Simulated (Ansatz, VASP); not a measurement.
# Two plane-wave programs on NiO

```
Ni O
1.0
     2.97272    0.00000    0.00000
    -1.48636    2.57445    0.00000
     0.00000    0.00000    5.12082
Ni O
2 2
Direct
  0.00000 0.00000 0.00000
  0.00000 0.00000 0.50000
  0.33333 0.66667 0.25000
  0.66667 0.33333 0.75000
```

Alike in both runs: task single point; functional PBE; k mesh 10 × 10 × 6; occupations gaussian, width 0.05 eV; collinear spin; Hubbard terms Ni d U = 6.2 eV.

|  | VASP | Ansatz |
| --- | --- | --- |
| version | VASP 6.6.1 | Ansatz 0.2.0 |
| potentials or method | VASP PAW PBE potentials, release 64 (Ni, O), cutoff 600 eV | scalar-relativistic, plane waves, PAW |
| valence electrons in the cell | 32 | 48 |

Ansatz gave:

```
gap on the k mesh at the Fermi level (eV)                     : 2.51
least direct gap on the mesh (eV)                             : 3.20
pressure (GPa)                                                : -1.7
traceless stress, the component that is largest in VASP (GPa) : 0.28
net moment per atom (μB)                                      : 0.00
size of the moment on the site where the two differ most (μB) : 1.68
```

Task: Which values does VASP return?

Result: gap on the k mesh at the Fermi level (eV): 2.77; least direct gap on the mesh (eV): 3.38; pressure (GPa): -10.0; traceless stress, the component that is largest in VASP (GPa): -1.39; net moment per atom (μB): 0.00; size of the moment on the site where the two differ most (μB): 1.75.

Site moments also hang on the region over which each program counts them. The programs project onto different local orbitals, so the same U acts differently, and such runs can settle in different states. VASP's potentials hold 32 valence electrons a cell and Ansatz's 48, so a difference there can come from the potentials and not from the codes. Ansatz's warnings: stability check not made.
